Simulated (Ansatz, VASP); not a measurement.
## Two plane-wave programs on Si

File POSCAR:

```
Si
1.0
    0.0000000000      2.5043369141      2.9398737687
    2.5043369141      0.0000000000      2.9398737687
    2.5043369141      2.5043369141      0.0000000000
Si
2
Direct
    0.5000000000      0.5000000000      0.5000000000
    0.7500000000      0.7500000000      0.7500000000
```

Contents of INCAR.step1:

```
PREC = Accurate
ENCUT = 520
ISMEAR = 0
SIGMA = 0.05
LREAL = F
LASPH = T
NELM = 60
NBANDS = 11
GGA = PE
ALGO = Normal
EDIFF = 1E-4
LWAVE = T
LCHARG = F
```

File INCAR.step2:

```
PREC = Accurate
ENCUT = 520
EDIFF = 1E-6
ISMEAR = 0
SIGMA = 0.05
LREAL = F
LASPH = T
NELM = 60
ALGO = Normal
ISIF = 2
LWAVE = F
LCHARG = F
METAGGA = R2SCAN
LMIXTAU = T
NBANDS = 11
ISTART = 1
```

The input KPOINTS:

```
Automatic mesh
0
Gamma
  8 8 8
```

Input for Ansatz:

```yaml
crystal:
  lattice:
    - [0.0, 2.5043369141, 2.9398737687]
    - [2.5043369141, 0.0, 2.9398737687]
    - [2.5043369141, 2.5043369141, 0.0]
  atoms:
    - { symbol: Si, position: [0.5, 0.5, 0.5] }
    - { symbol: Si, position: [0.75, 0.75, 0.75] }
basis:
  ecutwfc: 500
kpoints:
  mp_grid: { grid: [8, 8, 8] }
hamiltonian:
  xc: r2scan
scf:
  occupations: { method: gaussian, width: 0.05 }
output:
  forces: true
  stress: true
  eigenvalues: true
```

Change from the starting cell: strain -0.080 along x and y, +0.080 along z, atoms carried along.

Alike in both runs: task single point; functional r2SCAN; k mesh 8 × 8 × 8; occupations gaussian, width 0.05 eV; no spin polarisation.

|  | VASP | Ansatz |
| --- | --- | --- |
| version | VASP 6.6.1 | Ansatz 0.2.0 |
| potentials or method | VASP PAW PBE potentials, release 64 (Si), cutoff 520 eV | scalar-relativistic, plane waves, PAW |
| valence electrons in the cell | 8 | 8 |

VASP gave:

* gap on the k mesh at the Fermi level (eV): none
* pressure (GPa): 8.9
* traceless stress, the component that is largest in VASP (GPa): -14.08

Q: What did Ansatz give for the same quantities?

A: gap on the k mesh at the Fermi level (eV): none; pressure (GPa): 9.2; traceless stress, the component that is largest in VASP (GPa): -13.96.

VASP's potentials were made for PBE, not for r2SCAN. A gap of «none» marks a metal or a gap that the smearing closes. With one functional, cell and mesh, what is left measures potentials, basis and numerics.
